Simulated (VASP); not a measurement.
# Al (I4/mmm) in VASP: a series of runs

The runs below take Al through single point, with PBE.

Everything below comes from runs of VASP 6.6.1. Logs are shortened: lines on timing, memory, paths and dates and some standing lists are left out, and cuts for length are marked.

## (1) The cell of the first run

Symmetry: I4/mmm, No. 139, tetragonal system. Conventional cell: a = 2.748 Å, b = 2.748 Å, c = 4.210 Å, α = 90.00°, β = 90.00°, γ = 90.00°. Al (site symmetry 4/mmm) has 12 Al at 2.75 to 2.86 Å within 3.6 Å.

## (2) Single point, PBE (strain -0.040 along x and y, +0.040 along z)

INCAR reads:

```
ALGO = Normal ; EDIFF = 1E-6
ENCUT = 520 ; GGA = PE
ISIF = 2 ; ISMEAR = 0
LASPH = True ; LCHARG = False
LREAL = False ; LWAVE = False
NBANDS = 8 ; NELM = 100
PREC = Accurate ; SIGMA = 0.15
```

KPOINTS reads:

```
k-points
0
Gamma
  20 20 20
```

POSCAR reads:

```
Al
1.0
    0.0000000000      1.9430208000      2.1049392000
    1.9430208000      0.0000000000      2.1049392000
    1.9430208000      1.9430208000      0.0000000000
Al
1
Direct
    0.0000000000      0.0000000000      0.0000000000
```

Potentials or basis: VASP PAW PBE potentials, release 64 (Al).

Started as:

```sh
$ cat potpaw_PBE.64/Al/POTCAR > POTCAR
$ mpirun -np 1 vasp_std > vasp.out
```

OUTCAR:

```text
EDIFF = 1E-6
   ENCUT = 520
   GGA = PE
   ISIF = 2
   ISMEAR = 0
   LASPH = True
   LREAL = False
   NELM = 100
   PREC = Accurate

 ion  position               nearest neighbor table
   1  0.000  0.000  0.000-

  LATTYP: Found a body centered tetragonal cell.
 ALAT       =     2.7478463673
 C/A-ratio  =     1.5320646926

  Lattice vectors:

 A1 = (  -1.9430208000,   0.0000000000,   2.1049392000)
 A2 = (   1.9430208000,   0.0000000000,   2.1049392000)
 A3 = (   0.0000000000,   1.9430208000,  -2.1049392000)

Analysis of symmetry for initial positions (statically):
=====================================================================
 Subroutine PRICEL returns:
 Original cell was already a primitive cell.

 Routine SETGRP: Setting up the symmetry group for a
 body centered tetragonal supercell.

 Subroutine GETGRP returns: Found 16 space group operations
 (whereof 16 operations were pure point group operations)
 out of a pool of 16 trial point group operations.

The static configuration has the point symmetry D_4h.

Analysis of symmetry for dynamics (positions and initial velocities):
=====================================================================
 Subroutine PRICEL returns:
 Original cell was already a primitive cell.

 Routine SETGRP: Setting up the symmetry group for a
 body centered tetragonal supercell.

 Subroutine GETGRP returns: Found 16 space group operations
 (whereof 16 operations were pure point group operations)
 out of a pool of 16 trial point group operations.

The dynamic configuration has the point symmetry D_4h.

 Subroutine INISYM returns: Found 16 space group operations
 (whereof 16 operations are pure point group operations),
 and found     1 'primitive' translations

----------------------------------------------------------------------------------------

                                     Primitive cell

  volume of cell :      15.8937

  direct lattice vectors                    reciprocal lattice vectors
     0.000000000  1.943020800  2.104939200    -0.257331265  0.257331265  0.237536552
     1.943020800  0.000000000  2.104939200     0.257331265 -0.257331265  0.237536552
     1.943020800  1.943020800  0.000000000     0.257331265  0.257331265 -0.237536552

  length of vectors
     2.864628923  2.864628923  2.747846367     0.434582988  0.434582988  0.434582988

  position of ions in fractional coordinates (direct lattice)
     0.000000000  0.000000000  0.000000000

  ion indices of the primitive-cell ions
   primitive index   ion index
                 1           1

----------------------------------------------------------------------------------------

 KPOINTS: k-points

Automatic generation of k-mesh.
 Grid dimensions read from file:
 generate k-points for:   20   20   20

 Generating k-lattice:

  Cartesian coordinates                     Fractional coordinates (reciprocal lattice)
    -0.012866563  0.012866563  0.011876828     0.050000000  0.000000000  0.000000000
     0.012866563 -0.012866563  0.011876828     0.000000000  0.050000000  0.000000000
     0.012866563  0.012866563 -0.011876828     0.000000000  0.000000000  0.050000000

  Length of vectors
     0.021729149  0.021729149  0.021729149

  Shift w.r.t. Gamma in fractional coordinates (k-lattice)
     0.000000000  0.000000000  0.000000000

 Subroutine IBZKPT returns following result:
 ===========================================

 Found    641 irreducible k-points:

 Following reciprocal coordinates:
            Coordinates               Weight
  0.000000  0.000000  0.000000      1.000000
  0.050000  0.000000  0.000000      8.000000
  0.100000 -0.000000  0.000000      8.000000
  0.150000  0.000000  0.000000      8.000000
  0.200000 -0.000000  0.000000      8.000000
  0.250000 -0.000000  0.000000      8.000000
[... 16 lines left out ...]
 -0.400000  0.050000  0.000000      8.000000
 -0.350000  0.050000  0.000000      8.000000
 [... further k-points ...]
   k-points           NKPTS =    641   k-points in BZ     NKDIM =    641   number of bands    NBANDS=      8
   number of dos      NEDOS =    301   number of ions     NIONS =      1
   total plane-waves  NPLWV =  11520
   dimension x,y,z NGX =    24 NGY =   24 NGZ =   20
   dimension x,y,z NGXF=    48 NGYF=   48 NGZF=   40
   ions per type =               1
   NGX,Y,Z   is equivalent  to a cutoff of  13.93, 13.93, 12.10 a.u.
   NGXF,Y,Z  is equivalent  to a cutoff of  27.86, 27.86, 24.20 a.u.
 SYSTEM =  unknown system
   PREC   = accura    normal or accurate (medium, high low for compatibility)
   ISTART =      0    job   : 0-new  1-cont  2-samecut
   ICHARG =      2    charge: 1-file 2-atom 10-const
   ISPIN  =      1    spin polarized calculation?
   LNONCOLLINEAR =      F non collinear calculations
   LSORBIT =      F    spin-orbit coupling
   LASPH  =      T    aspherical Exc in radial PAW
   ENCUT  =  520.0 eV  38.22 Ry    6.18 a.u.   5.33  5.33  5.11*2*pi/ulx,y,z
   NELM   =    100;   NELMIN=  2; NELMDL= -5     # of ELM steps
   EDIFF  = 0.1E-05   stopping-criterion for ELM
   LREAL  =      F    real-space projection
   EDIFFG = 0.1E-04   stopping-criterion for IOM
   NSW    =      0    number of steps for IOM
   IBRION =     -1    ionic relax: 0-MD 1-quasi-New 2-CG
   NFREE  =      0    steps in history (QN), initial steepest desc. (CG)
   ISIF   =      2    stress and relaxation
   ISYM   =      2    0-nonsym 1-usesym 2-fastsym
   POTIM  = 0.5000    time-step for ionic-motion
   TEBEG  =    0.0;   TEEND  =   0.0 temperature during run
   PSTRESS=    0.0 pullay stress
   NELECT =       3.0000    total number of electrons
   NUPDOWN=      -1.0000    fix difference up-down
   EMIN   =  10.00;   EMAX   =-10.00  energy-range for DOS
   EFERMI =   0.00;   METHOD = LEGACY
   ISMEAR =     0;   SIGMA  =   0.15  broadening in eV -4-tet -1-fermi 0-gaus
   EFERMI_NEDOS =   21; number of points for ismear=-14 and -15
   IALGO  =     38    algorithm
   IMIX   =      4    mixing-type and parameters
     AMIX     =   0.40;   BMIX     =  1.00
     AMIX_MAG =   1.60;   BMIX_MAG =  1.00
  volume/ion in A,a.u.               =      15.89       107.26
  Fermi-wavevector in a.u.,A,eV,Ry     =   0.939090  1.774622 11.998836  0.881890
  Thomas-Fermi vector in A             =   2.066367
   LORBIT       =      0    0 simple, 1 ext, 2 COOP (PROOUT), +10 PAW based schemes
   GGA     = PE    functional components
   LHFCALC =     F    Hartree Fock is set to
   AEXX    =    0.0000 exact exchange contribution
   IVDW    =     0    specifies the selected vdW correction
   LEPSILON=     F    determine dielectric tensor
   LRPA    =     F    only Hartree local field effects (RPA)
 non-spin polarized calculation
 Gauss-broadening in eV      SIGMA  =   0.15
  energy-cutoff  :      520.00
  volume of cell :       15.89
 maximum number of plane-waves:       443
 NGX is ok and might be reduce to    24
   NGX = 11   NGY = 11   NGZ = 11

 number of electron       3.0000000 magnetization

 Free energy of the ion-electron system (eV)
  ---------------------------------------------------
  ext. energy  EPLUGINS =         0.00000000
  ---------------------------------------------------
  free energy    TOTEN  =        -3.72847804 eV

  energy without entropy =       -3.72380558  energy(sigma->0) =       -3.72614181

 E-fermi :   8.3666     XC(G=0): -10.3325

 val. band max:        8.3633488163   @ k =  -0.3000   0.1000   0.0500
 cond. band min:       8.3673060103   @ k =  -0.4500   0.4000   0.1000
 fundamental gap:      0.0039571940
 Fermi energy:         8.3666314051

 k-point     1 :       0.0000    0.0000    0.0000
  band No.  band energies     occupation
      1      -2.9991      2.00000
      2      20.6899      0.00000
      3      21.6148      0.00000
      4      21.6148      0.00000
      5      22.9704      0.00000
      6      22.9704      0.00000
      7      23.1801      0.00000
      8      25.2372      0.00000

 k-point     2 :       0.0500    0.0000    0.0000
  band No.  band energies     occupation
      1      -2.9292      2.00000
      2      19.8671      0.00000
      3      20.8860      0.00000
      4      21.3783      0.00000
      5      23.3218      0.00000
      6      23.3437      0.00000
      7      23.6131      0.00000
      8      25.6883      0.00000

 k-point     3 :       0.1000   -0.0000    0.0000
  band No.  band energies     occupation
      1      -2.7198      2.00000
      2      17.9529      0.00000
      3      20.2894      0.00000
      4      20.9748      0.00000
      5      23.5961      0.00000
      6      23.9478      0.00000
      7      24.0659      0.00000
      8      25.1269      0.00000

 k-point     4 :       0.1500    0.0000    0.0000
  band No.  band energies     occupation
      1      -2.3714      2.00000
      2      15.9037      0.00000
      3      19.7728      0.00000
      4      20.6180      0.00000
      5      23.3844      0.00000
      6      23.5568      0.00000
      7      24.9653      0.00000
      8      25.6704      0.00000

 k-point     5 :       0.2000   -0.0000    0.0000
  band No.  band energies     occupation
      1      -1.8853      2.00000
      2      13.8894      0.00000
      3      19.3378      0.00000
      4      20.3551      0.00000
      5      22.5510      0.00000
      6      23.3597      0.00000
      7      25.6379      0.00000
      8      26.5808      0.00000
[... 177 lines left out ...]
 k-point    22 :      -0.4500    0.0500    0.0000
  band No.  band energies     occupation
      1       3.0914      2.00000
      2       4.7212      2.00000
      3      17.0140      0.00000
      4      20.4813      0.00000
      5      20.4932      0.00000
      6      21.9302      0.00000
      7      24.3757      0.00000
      8      24.8729      0.00000

 k-point    23 :      -0.4000    0.0500    0.0000
  band No.  band energies     occupation
      1       1.9038      2.00000
      2       6.1770      2.00000
      3      16.8929      0.00000
      4      20.9480      0.00000
      5      21.0723      0.00000
      6      21.5964      0.00000
      7      24.4580      0.00000
      8      24.9623      0.00000

 k-point    24 :      -0.3500    0.0500    0.0000
  band No.  band energies     occupation
      1       0.8347      2.00000
      2       7.7575      2.00000
      3      16.8913      0.00000
      4      21.3175      0.00000
      5      21.5069      0.00000
      6      21.8395      0.00000
      7      24.1732      0.00000
      8      25.6458      0.00000

 [... further k-points ...]

------------------------ aborting loop because EDIFF is reached ----------------------------------------

  FORCE on cell =-STRESS in cart. coord.  units (eV):
  Direction    XX          YY          ZZ          XY          YZ          ZX
  --------------------------------------------------------------------------------------
  -------------------------------------------------------------------------------------
  Total        0.5560176      0.5560176     -0.0409685      0.0000000      0.0000000      0.0000000
  in kB       56.0498762     56.0498762     -4.1298656      0.0000000      0.0000000      0.0000000
  external PRESSURE =      35.9899623 kB  Pullay stress =       0.0000000 kB

 VOLUME and BASIS-vectors are now :
 -----------------------------------------------------------------------------
  energy-cutoff  :      520.00
  volume of cell :       15.89
      direct lattice vectors                 reciprocal lattice vectors
     0.000000000  1.943020800  2.104939200    -0.257331265  0.257331265  0.237536552
     1.943020800  0.000000000  2.104939200     0.257331265 -0.257331265  0.237536552
     1.943020800  1.943020800  0.000000000     0.257331265  0.257331265 -0.237536552

 POSITION                                       TOTAL-FORCE (eV/Angst)
 -----------------------------------------------------------------------------------
      0.00000      0.00000      0.00000        -0.000000     -0.000000      0.000000
 -----------------------------------------------------------------------------------
    total drift:                               -0.000000     -0.000000      0.000000

  FREE ENERGIE OF THE ION-ELECTRON SYSTEM (eV)
  ---------------------------------------------------
  free  energy   TOTEN  =        -3.7284780408 eV

  energy  without entropy=       -3.7238055827  energy(sigma->0) =       -3.72614181
```

It took 2.2 min on 1 thread of AMD EPYC 9R45, shared host; peak memory 0.15 GiB.

Results:

```
Free energy : -3.7285 eV
Pressure    : 3.6 GPa
```

Caveat: the cell differs from its parent crystal (strain -0.040 along x and y, +0.040 along z).

(Continued in part 2 of 2.)
